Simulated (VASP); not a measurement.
The system is AlNi (NiAs type).

```
CELL_PARAMETERS angstrom
2.37081 0.00000 0.00000
-1.18541 2.05318 0.00000
0.00000 0.00000 6.90324
ATOMIC_POSITIONS crystal
Ni 0.00000 0.00000 0.00000
Ni 0.00000 0.00000 0.50000
Al 0.33333 0.66667 0.25000
Al 0.66667 0.33333 0.75000
```

Base run:

```yaml
Program: VASP 6.6.1
Functional: PBE
Potentials_or_basis: VASP PAW PBE potentials, release 64 (Ni, Al)
Cutoff: 520 eV
k_mesh: 12 × 12 × 7
Occupations: fermi-dirac, width 0.05 eV
Spin: no spin polarisation
```

Its results: band gap on the k mesh zero (band 13 reaches 16.40 eV, above the bottom of band 14 at 13.35 eV); pressure 140.0 GPa.

Q: The run is repeated on the same cell with these changes: potentials or basis from VASP PAW PBE potentials, release 64 (Ni, Al) to VASP PAW PBE potentials, release 64 (Ni_sv_GW, Al); cutoff from 520 eV to 590 eV; further incar settings from ALGO = Normal; EDIFF = 1e-07; NBANDS = 21 to ALGO = Normal; EDIFF = 1e-06; NBANDS = 29; valence electrons from 26 to 42. What comes out?

A: Band gap on the k mesh zero (band 21 reaches 15.37 eV, above the bottom of band 22 at 12.33 eV); pressure 137.8 GPa.
